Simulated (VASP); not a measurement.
# MgO (Fm-3m) in VASP: a series of runs, part 2 of 2

VASP 6.6.1.

## Step 3: Single point, PBEsol (strained)

Contents of INCAR:

```
SYSTEM = MgO
PREC = Accurate ; ENCUT = 520
EDIFF = 1E-6 ; ISMEAR = 0
SIGMA = 0.02 ; LREAL = .False.
LASPH = .True. ; NELM = 100
ALGO = Normal ; ISIF = 2
LWAVE = .False. ; LCHARG = .True.
GGA = PS ; LELF = .True.
LVHAR = .True. ; NBANDS = 11
```

Contents of KPOINTS:

```
Automatic mesh
0
Gamma
  10 10 10
  0 0 0
```

Contents of POSCAR:

```
MgO
1.0
    0.0000000000      2.1945925760      2.1945925760
    2.1945925760      0.0000000000      2.1945925760
    2.1945925760      2.1945925760      0.0000000000
Mg O
1 1
Direct
    0.0000000000      0.0000000000      0.0000000000
    0.5000000000      0.5000000000      0.5000000000
```

Potentials or basis: VASP PAW PBE potentials, release 64 (Mg, O).

On the command line:

```sh
cat potpaw_PBE.64/Mg/POTCAR potpaw_PBE.64/O/POTCAR > POTCAR
mpirun -np 1 vasp_std > vasp.out
```

OUTCAR:

```text
SYSTEM = MgO
   PREC = Accurate
   ENCUT = 520
   EDIFF = 1E-6
   ISMEAR = 0
   LREAL = .False.
   LASPH = .True.
   NELM = 100
   ISIF = 2
   GGA = PS

 ion  position               nearest neighbor table
   1  0.000  0.000  0.000-   2 2.19   2 2.19   2 2.19   2 2.19   2 2.19   2 2.19
   2  0.500  0.500  0.500-   1 2.19   1 2.19   1 2.19   1 2.19   1 2.19   1 2.19

  LATTYP: Found a face centered cubic cell.
 ALAT       =     4.3891851520

  Lattice vectors:

 A1 = (   0.0000000000,   2.1945925760,   2.1945925760)
 A2 = (   2.1945925760,   0.0000000000,   2.1945925760)
 A3 = (   2.1945925760,   2.1945925760,   0.0000000000)

Analysis of symmetry for initial positions (statically):
=====================================================================
 Subroutine PRICEL returns:
 Original cell was already a primitive cell.

 Routine SETGRP: Setting up the symmetry group for a
 face centered cubic supercell.

 Subroutine GETGRP returns: Found 48 space group operations
 (whereof 48 operations were pure point group operations)
 out of a pool of 48 trial point group operations.

The static configuration has the point symmetry O_h .

Analysis of symmetry for dynamics (positions and initial velocities):
=====================================================================
 Subroutine PRICEL returns:
 Original cell was already a primitive cell.

 Routine SETGRP: Setting up the symmetry group for a
 face centered cubic supercell.

 Subroutine GETGRP returns: Found 48 space group operations
 (whereof 48 operations were pure point group operations)
 out of a pool of 48 trial point group operations.

The dynamic configuration has the point symmetry O_h .

 Subroutine INISYM returns: Found 48 space group operations
 (whereof 48 operations are pure point group operations),
 and found     1 'primitive' translations

----------------------------------------------------------------------------------------

                                     Primitive cell

  volume of cell :      21.1394

  direct lattice vectors                    reciprocal lattice vectors
     0.000000000  2.194592576  2.194592576    -0.227832722  0.227832722  0.227832722
     2.194592576  0.000000000  2.194592576     0.227832722 -0.227832722  0.227832722
     2.194592576  2.194592576  0.000000000     0.227832722  0.227832722 -0.227832722

  length of vectors
     3.103622585  3.103622585  3.103622585     0.394617850  0.394617850  0.394617850

  position of ions in fractional coordinates (direct lattice)
     0.000000000  0.000000000  0.000000000
     0.500000000  0.500000000  0.500000000

  ion indices of the primitive-cell ions
   primitive index   ion index
                 1           1
                 2           2

----------------------------------------------------------------------------------------

 KPOINTS: Automatic mesh

Automatic generation of k-mesh.
 Grid dimensions read from file:
 generate k-points for:   10   10   10

 Generating k-lattice:

  Cartesian coordinates                     Fractional coordinates (reciprocal lattice)
    -0.022783272  0.022783272  0.022783272     0.100000000  0.000000000  0.000000000
     0.022783272 -0.022783272  0.022783272     0.000000000  0.100000000  0.000000000
     0.022783272  0.022783272 -0.022783272     0.000000000  0.000000000  0.100000000

  Length of vectors
     0.039461785  0.039461785  0.039461785

  Shift w.r.t. Gamma in fractional coordinates (k-lattice)
     0.000000000  0.000000000  0.000000000

 Subroutine IBZKPT returns following result:
 ===========================================

 Found     47 irreducible k-points:

 Following reciprocal coordinates:
            Coordinates               Weight
  0.000000  0.000000  0.000000      1.000000
  0.100000  0.000000  0.000000      8.000000
  0.200000  0.000000  0.000000      8.000000
  0.300000  0.000000  0.000000      8.000000
  0.400000  0.000000  0.000000      8.000000
  0.500000  0.000000  0.000000      4.000000
[... 16 lines left out ...]
  0.300000  0.300000  0.000000      6.000000
  0.400000  0.300000  0.000000     24.000000
 [... further k-points ...]
   k-points           NKPTS =     47   k-points in BZ     NKDIM =     47   number of bands    NBANDS=     11
   number of dos      NEDOS =    301   number of ions     NIONS =      2
   total plane-waves  NPLWV =  13824
   dimension x,y,z NGX =    24 NGY =   24 NGZ =   24
   dimension x,y,z NGXF=    48 NGYF=   48 NGZF=   48
   ions per type =               1   1
   NGX,Y,Z   is equivalent  to a cutoff of  12.86, 12.86, 12.86 a.u.
   NGXF,Y,Z  is equivalent  to a cutoff of  25.71, 25.71, 25.71 a.u.
 SYSTEM =  MgO
   PREC   = accura    normal or accurate (medium, high low for compatibility)
   ISTART =      0    job   : 0-new  1-cont  2-samecut
   ICHARG =      2    charge: 1-file 2-atom 10-const
   ISPIN  =      1    spin polarized calculation?
   LNONCOLLINEAR =      F non collinear calculations
   LSORBIT =      F    spin-orbit coupling
   LASPH  =      T    aspherical Exc in radial PAW
   ENCUT  =  520.0 eV  38.22 Ry    6.18 a.u.   5.77  5.77  5.77*2*pi/ulx,y,z
   NELM   =    100;   NELMIN=  2; NELMDL= -5     # of ELM steps
   EDIFF  = 0.1E-05   stopping-criterion for ELM
   LREAL  =      F    real-space projection
   EDIFFG = 0.1E-04   stopping-criterion for IOM
   NSW    =      0    number of steps for IOM
   IBRION =     -1    ionic relax: 0-MD 1-quasi-New 2-CG
   NFREE  =      0    steps in history (QN), initial steepest desc. (CG)
   ISIF   =      2    stress and relaxation
   ISYM   =      2    0-nonsym 1-usesym 2-fastsym
   POTIM  = 0.5000    time-step for ionic-motion
   TEBEG  =    0.0;   TEEND  =   0.0 temperature during run
   PSTRESS=    0.0 pullay stress
   NELECT =       8.0000    total number of electrons
   NUPDOWN=      -1.0000    fix difference up-down
   EMIN   =  10.00;   EMAX   =-10.00  energy-range for DOS
   EFERMI =   0.00;   METHOD = LEGACY
   ISMEAR =     0;   SIGMA  =   0.02  broadening in eV -4-tet -1-fermi 0-gaus
   EFERMI_NEDOS =   21; number of points for ismear=-14 and -15
   IALGO  =     38    algorithm
   IMIX   =      4    mixing-type and parameters
     AMIX     =   0.40;   BMIX     =  1.00
     AMIX_MAG =   1.60;   BMIX_MAG =  1.00
  volume/ion in A,a.u.               =      10.57        71.33
  Fermi-wavevector in a.u.,A,eV,Ry     =   1.184152  2.237724 19.078318  1.402217
  Thomas-Fermi vector in A             =   2.320372
   LORBIT       =      0    0 simple, 1 ext, 2 COOP (PROOUT), +10 PAW based schemes
   GGA     = PS    functional components
   LHFCALC =     F    Hartree Fock is set to
   AEXX    =    0.0000 exact exchange contribution
   IVDW    =     0    specifies the selected vdW correction
   LEPSILON=     F    determine dielectric tensor
   LRPA    =     F    only Hartree local field effects (RPA)
 non-spin polarized calculation
 Gauss-broadening in eV      SIGMA  =   0.02
  energy-cutoff  :      520.00
  volume of cell :       21.14
 maximum number of plane-waves:       588
   NGX = 11   NGY = 11   NGZ = 11

 number of electron       7.9999996 magnetization

 Free energy of the ion-electron system (eV)
  ---------------------------------------------------
  ext. energy  EPLUGINS =         0.00000000
  ---------------------------------------------------
  free energy    TOTEN  =       -12.38110455 eV

  energy without entropy =      -12.38110455  energy(sigma->0) =      -12.38110455

 E-fermi :   2.3548     XC(G=0): -10.7273

 val. band max:        2.2004835601   @ k =   0.0000   0.0000   0.0000
 cond. band min:       5.7335186669   @ k =   0.0000   0.0000   0.0000
 fundamental gap:      3.5330351068
 Fermi energy:         2.3548196862

 k-point     1 :       0.0000    0.0000    0.0000
  band No.  band energies     occupation
      1     -14.4119      2.00000
      2       2.2005      2.00000
      3       2.2005      2.00000
      4       2.2005      2.00000
      5       5.7335      0.00000
      6      17.1431      0.00000
      7      17.1431      0.00000
      8      17.1431      0.00000
      9      20.6746      0.00000
     10      22.4186      0.00000
     11      22.4186      0.00000
[... 309 lines left out ...]
 k-point    24 :       0.4000    0.3000    0.0000
  band No.  band energies     occupation
      1     -13.4129      2.00000
      2      -1.0385      2.00000
      3       1.0486      2.00000
      4       1.2426      2.00000
      5      10.4871      0.00000
      6      11.8432      0.00000
      7      14.4288      0.00000
      8      18.6859      0.00000
      9      18.8737      0.00000
     10      25.4837      0.00000
     11      26.7239      0.00000

 [... further k-points ...]
[... 5 lines left out ...]
  --------------------------------------------------------------------------------------
  -------------------------------------------------------------------------------------
  Total       -2.0532700     -2.0532700     -2.0532700      0.0000000      0.0000000     -0.0000000
  in kB     -155.6198287   -155.6198287   -155.6198287      0.0000000      0.0000000     -0.0000000
  external PRESSURE =    -155.6198287 kB  Pullay stress =       0.0000000 kB

 VOLUME and BASIS-vectors are now :
 -----------------------------------------------------------------------------
  energy-cutoff  :      520.00
  volume of cell :       21.14
      direct lattice vectors                 reciprocal lattice vectors
     0.000000000  2.194592576  2.194592576    -0.227832722  0.227832722  0.227832722
     2.194592576  0.000000000  2.194592576     0.227832722 -0.227832722  0.227832722
     2.194592576  2.194592576  0.000000000     0.227832722  0.227832722 -0.227832722

 POSITION                                       TOTAL-FORCE (eV/Angst)
 -----------------------------------------------------------------------------------
      0.00000      0.00000      0.00000        -0.000000     -0.000000     -0.000000
      2.19459      2.19459      2.19459         0.000000      0.000000      0.000000
 -----------------------------------------------------------------------------------
    total drift:                               -0.000000     -0.000000      0.000000

  FREE ENERGIE OF THE ION-ELECTRON SYSTEM (eV)
  ---------------------------------------------------
  free  energy   TOTEN  =       -12.3811045546 eV

  energy  without entropy=      -12.3811045546  energy(sigma->0) =      -12.38110455
```

It took 5.6 s on 1 thread of Intel Xeon Platinum 8488C (Sapphire Rapids), shared host; peak memory 0.14 GiB.

What came out:

- Free energy: -12.3811 eV
- Pressure: -15.6 GPa
- Band gap on the k mesh: 3.53 eV, direct

Levels at points of the mesh, in eV from the valence-band top:
```
           k point  band 2  band 3  band 4  band 5  band 6  band 7
(0.00, 0.00, 0.00)    0.00    0.00    0.00    3.53   14.94   14.94
(0.50, 0.00, 0.00)   -4.16   -0.54   -0.54    7.00   11.16   14.95
(0.50, 0.50, 0.00)   -3.66   -1.20   -1.20    8.62    8.76   11.72
```

Caveat: the cell differs from its parent crystal (strained); the PAW data sets were made with another functional, which shifts forces and pressure a little.

## Step 4: Single point, PBEsol (strained)

Contents of INCAR:

```
SYSTEM = MgO
PREC = Accurate
ENCUT = 520
EDIFF = 1E-6
ISMEAR = 0
SIGMA = 0.02
LREAL = .False.
LASPH = .True.
NELM = 80
ALGO = Normal
ISIF = 2
LWAVE = .False.
LCHARG = .False.
GGA = PS
NBANDS = 11
```

Contents of KPOINTS:

```
regular mesh
0
Gamma
  10 10 10
  0 0 0
```

Contents of POSCAR:

```
MgO
1.0
    0.0000000000      2.1649353425      2.1649353425
    2.1649353425      0.0000000000      2.1649353425
    2.1649353425      2.1649353425      0.0000000000
Mg O
1 1
Direct
    0.0000000000      0.0000000000      0.0000000000
    0.5000000000      0.5000000000      0.5000000000
```

On the command line:

```sh
cat potpaw_PBE.64/Mg/POTCAR potpaw_PBE.64/O/POTCAR > POTCAR
mpirun -np 1 vasp_std > vasp.out
```

Run time: 6.1 s. Hardware: 1 thread of Intel Xeon Platinum 8488C (Sapphire Rapids), shared host; peak memory 0.14 GiB.

Results (log left out):

```
Free energy            : -12.4516 eV
Pressure               : -11.4 GPa
Band gap on the k mesh : 3.88 eV, direct
```

Levels at points of the mesh, in eV from the valence-band top:
| k point | band 1 | band 2 | band 3 | band 4 | band 5 | band 6 | band 7 | band 8 | band 9 |
| --- | --- | --- | --- | --- | --- | --- | --- | --- | --- |
| (0.00, 0.00, 0.00) | -16.80 | 0.00 | 0.00 | 0.00 | 3.88 | 15.17 | 15.17 | 15.17 | 18.80 |
| (0.50, 0.00, 0.00) | -15.68 | -4.33 | -0.58 | -0.58 | 7.24 | 11.59 | 15.35 | 15.35 | 19.57 |
| (0.50, 0.50, 0.00) | -15.45 | -3.81 | -1.25 | -1.25 | 8.82 | 9.02 | 12.13 | 17.63 | 17.63 |

Caveat: the cell differs from its parent crystal (strained); the PAW data sets were made with another functional, which shifts forces and pressure a little.

## Step 5: Single point, PBEsol

This run uses another cell than the first one, of 8.44 Å³/atom, 0.827 times its volume.

Contents of INCAR:

```
SYSTEM = MgO
  PREC = Accurate
  ENCUT = 520
  EDIFF = 1E-7
  ISMEAR = 0
  SIGMA = 0.01
  LREAL = .False.
  LASPH = .True.
  NELM = 80
  ALGO = Normal
  ISIF = 2
  LWAVE = .False.
  LCHARG = .False.
  GGA = PS
  NBANDS = 11
```

Contents of KPOINTS:

```
Automatic mesh
0
Gamma
  10 10 10
  0 0 0
```

Contents of POSCAR:

```
MgO
1.0
    0.0000000000      2.0361563951      2.0361563951
    2.0361563951      0.0000000000      2.0361563951
    2.0361563951      2.0361563951      0.0000000000
Mg O
1 1
Direct
    0.0000000000      0.0000000000      0.0000000000
    0.5000000000      0.5000000000      0.5000000000
```

Potentials or basis: VASP PAW PBE potentials, release 64 (Mg, O).

On the command line:

```sh
cat potpaw_PBE.64/Mg/POTCAR potpaw_PBE.64/O/POTCAR > POTCAR
mpirun -np 1 vasp_std > vasp.out
```

OUTCAR:

```text
SYSTEM = MgO
   PREC = Accurate
   ENCUT = 520
   EDIFF = 1E-7
   ISMEAR = 0
   LREAL = .False.
   LASPH = .True.
   NELM = 80
   ISIF = 2
   GGA = PS

 ion  position               nearest neighbor table
   1  0.000  0.000  0.000-   2 2.04   2 2.04   2 2.04   2 2.04   2 2.04   2 2.04
   2  0.500  0.500  0.500-   1 2.04   1 2.04   1 2.04   1 2.04   1 2.04   1 2.04

  LATTYP: Found a face centered cubic cell.
 ALAT       =     4.0723127902

  Lattice vectors:

 A1 = (   0.0000000000,   2.0361563951,   2.0361563951)
 A2 = (   2.0361563951,   0.0000000000,   2.0361563951)
 A3 = (   2.0361563951,   2.0361563951,   0.0000000000)

Analysis of symmetry for initial positions (statically):
=====================================================================
 Subroutine PRICEL returns:
 Original cell was already a primitive cell.

 Routine SETGRP: Setting up the symmetry group for a
 face centered cubic supercell.

 Subroutine GETGRP returns: Found 48 space group operations
 (whereof 48 operations were pure point group operations)
 out of a pool of 48 trial point group operations.

The static configuration has the point symmetry O_h .

Analysis of symmetry for dynamics (positions and initial velocities):
[... 164 lines left out ...]
 fundamental gap:      5.6773238686
 Fermi energy:         4.0199151004

 k-point     1 :       0.0000    0.0000    0.0000
  band No.  band energies     occupation
      1     -13.8930      2.00000
      2       3.8711      2.00000
      3       3.8711      2.00000
      4       3.8711      2.00000
      5       9.5484      0.00000
      6      20.0590      0.00000
      7      20.0590      0.00000
      8      20.0590      0.00000
      9      24.1775      0.00000
     10      26.1860      0.00000
     11      26.1860      0.00000
[... 309 lines left out ...]
 k-point    24 :       0.4000    0.3000    0.0000
  band No.  band energies     occupation
      1     -12.3785      2.00000
      2      -0.1024      2.00000
      3       2.3926      2.00000
      4       2.6439      2.00000
      5      13.9039      0.00000
      6      14.6462      0.00000
      7      18.4574      0.00000
      8      23.2723      0.00000
      9      23.4979      0.00000
     10      29.8930      0.00000
     11      32.8663      0.00000

 [... further k-points ...]
[... 5 lines left out ...]
  --------------------------------------------------------------------------------------
  -------------------------------------------------------------------------------------
  Total        2.0788107      2.0788107      2.0788107      0.0000000     -0.0000000      0.0000000
  in kB      197.2704982    197.2704982    197.2704982      0.0000000     -0.0000000      0.0000000
  external PRESSURE =     197.2704982 kB  Pullay stress =       0.0000000 kB

 VOLUME and BASIS-vectors are now :
 -----------------------------------------------------------------------------
  energy-cutoff  :      520.00
  volume of cell :       16.88
      direct lattice vectors                 reciprocal lattice vectors
     0.000000000  2.036156395  2.036156395    -0.245560705  0.245560705  0.245560705
     2.036156395  0.000000000  2.036156395     0.245560705 -0.245560705  0.245560705
     2.036156395  2.036156395  0.000000000     0.245560705  0.245560705 -0.245560705

 POSITION                                       TOTAL-FORCE (eV/Angst)
 -----------------------------------------------------------------------------------
      0.00000      0.00000      0.00000        -0.000000     -0.000000     -0.000000
      2.03616      2.03616      2.03616         0.000000      0.000000      0.000000
 -----------------------------------------------------------------------------------
    total drift:                               -0.000000     -0.000000      0.000000

  FREE ENERGIE OF THE ION-ELECTRON SYSTEM (eV)
  ---------------------------------------------------
  free  energy   TOTEN  =       -12.4102030133 eV

  energy  without entropy=      -12.4102030133  energy(sigma->0) =      -12.41020301
```

stdout:

```text
POSCAR found type information on POSCAR MgO
 POSCAR found :  2 types and       2 ions
 scaLAPACK will be used
 -----------------------------------------------------------------------------
|                                                                             |
|                                                                             |
|     You enforced a specific xc type in the INCAR file but a different       |
|     I HOPE YOU KNOW WHAT YOU ARE DOING!                                     |
|                                                                             |
 -----------------------------------------------------------------------------

 LDA part: xc-table for (Slater+PW92), standard interpolation
 POSCAR, INCAR and KPOINTS ok, starting setup
 FFT: planning ... GRIDC
 FFT: planning ... GRID_SOFT
 FFT: planning ... GRID
 WAVECAR not read
 entering main loop
```

Run time: 4.7 s. Hardware: 1 thread of Intel Xeon 6975P-C (Granite Rapids), shared host; peak memory 0.14 GiB.

Results:

| Item | Value |
| --- | --- |
| Free energy | -12.4102 eV |
| Pressure | 19.7 GPa |
| Band gap on the k mesh | 5.68 eV, direct |

Levels at points of the mesh, in eV from the valence-band top:
| k point | band 1 | band 2 | band 3 | band 4 | band 5 | band 6 | band 7 | band 8 | band 9 |
| --- | --- | --- | --- | --- | --- | --- | --- | --- | --- |
| (0.00, 0.00, 0.00) | -17.76 | 0.00 | 0.00 | 0.00 | 5.68 | 16.19 | 16.19 | 16.19 | 20.31 |
| (0.50, 0.00, 0.00) | -16.17 | -5.15 | -0.79 | -0.79 | 8.40 | 13.67 | 17.23 | 17.23 | 22.35 |
| (0.50, 0.50, 0.00) | -15.87 | -4.58 | -1.51 | -1.51 | 9.01 | 11.01 | 14.08 | 20.43 | 20.43 |

Caveat: the PAW data sets were made with another functional, which shifts forces and pressure a little.

## Step 6: Overview

```tsv
cell	smearing	gap on the mesh (eV)	pressure (GPa)
a = 3.068 Å, angles 60.0°, 2 atoms	gaussian 0.02 eV	3.82	-12.1
a = 3.104 Å, angles 60.0°, 2 atoms	gaussian 0.02 eV	3.53	-15.6
a = 3.062 Å, angles 60.0°, 2 atoms	gaussian 0.02 eV	3.88	-11.4
a = 2.880 Å, angles 60.0°, 2 atoms	gaussian 0.01 eV	5.68	19.7
```

Alike in all rows: task single point; level PBEsol; potentials or basis VASP PAW PBE potentials, release 64 (Mg, O); no spin polarisation; k mesh 10 × 10 × 10; cutoff (eV) 520.

Caveats: the PAW data sets were made with another functional, which shifts forces and pressure a little.

Absolute energies hang on the potentials; compare differences alone.
